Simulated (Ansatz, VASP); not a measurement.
# Two plane-wave programs on NbGaSe3

```xyz
5
Lattice="5.0793 0.0000 0.0000 0.0000 5.0793 0.0000 0.0000 0.0000 5.0793" Properties=species:S:1:pos:R:3 pbc="T T T"
Nb    2.5396    2.5396    2.5396
Ga    0.0000    0.0000    0.0000
Se    2.5396    2.5396    0.0000
Se    0.0000    2.5396    2.5396
Se    2.5396    0.0000    2.5396
```

Change from the starting cell: species swapped into the ZnAgF3 type (Pm-3m, No. 221).

Alike in both runs: functional PBE; k mesh 8 × 8 × 8; occupations gaussian, width 0.1 eV; no spin polarisation.

Ansatz relaxed the structure, and its values are those at the end. VASP's run is a single point on that final structure, the one shown.

```csv
,VASP,Ansatz
version,VASP 6.6.1,Ansatz 0.2.0
potentials or method,"VASP PAW PBE potentials, release 64 (Nb_sv, Ga_d, Se), cutoff 520 eV","scalar-relativistic, plane waves, PAW"
valence electrons in the cell,44,74
```

```tsv
	VASP	Ansatz	Ansatz less VASP
gap on the k mesh at the Fermi level (eV)	none	none	-
pressure (GPa)	0.0	0.0	+0.02
```

A gap of «none» marks a metal or a gap that the smearing closes. VASP's potentials hold 44 valence electrons a cell and Ansatz's 74, so a difference there can come from the potentials and not from the codes.
